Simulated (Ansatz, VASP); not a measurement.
HfSi: VASP beside Ansatz

```xyz
8
Lattice="6.7195 0.0000 0.0000 0.0000 3.7032 0.0000 0.0000 0.0000 5.2017" Properties=species:S:1:pos:R:3 pbc="T T T"
Hf    1.1799    0.9258    0.6580
Hf    2.1799    2.7774    3.2588
Hf    4.5396    0.9258    1.9429
Hf    5.5396    2.7774    4.5438
Si    0.2893    0.9258    3.3302
Si    3.0704    2.7774    0.7293
Si    3.6491    0.9258    4.4725
Si    6.4301    2.7774    1.8716
```

Change from the starting cell: strain -0.015 along x and y, +0.000 along z, atoms carried along.

Alike in both runs: task single point; functional PBEsol; k mesh 6 × 10 × 8; occupations gaussian, width 0.15 eV; no spin polarisation.

```csv
,VASP,Ansatz
version,VASP 6.6.1,Ansatz 0.2.0
potentials or method,"VASP PAW PBE potentials, release 64 (Hf_pv, Si), cutoff 520 eV","scalar-relativistic, plane waves, PAW"
valence electrons in the cell,56,120
```

Ansatz gave:

| Quantity | Value |
| --- | --- |
| gap on the k mesh at the Fermi level (eV) | none |
| pressure (GPa) | 5.1 |
| traceless stress, the component that is largest in VASP (GPa) | -2.79 |
| rms of the force components (eV/Å) | 0.057 |

Problem. Estimate VASP's values.

Solution. gap on the k mesh at the Fermi level (eV): none; pressure (GPa): 5.3; traceless stress, the component that is largest in VASP (GPa): -2.84; rms of the force components (eV/Å): 0.060.

VASP's potentials were made for PBE, not for PBEsol. Atom by atom the forces differ by 0.006 eV/Å (rms over components). A gap of «none» marks a metal or a gap that the smearing closes. With one functional, cell and mesh, what is left measures potentials, basis and numerics. VASP's potentials hold 56 valence electrons a cell and Ansatz's 120, so a difference there can come from the potentials and not from the codes.

Neither program's run includes spin-orbit coupling.
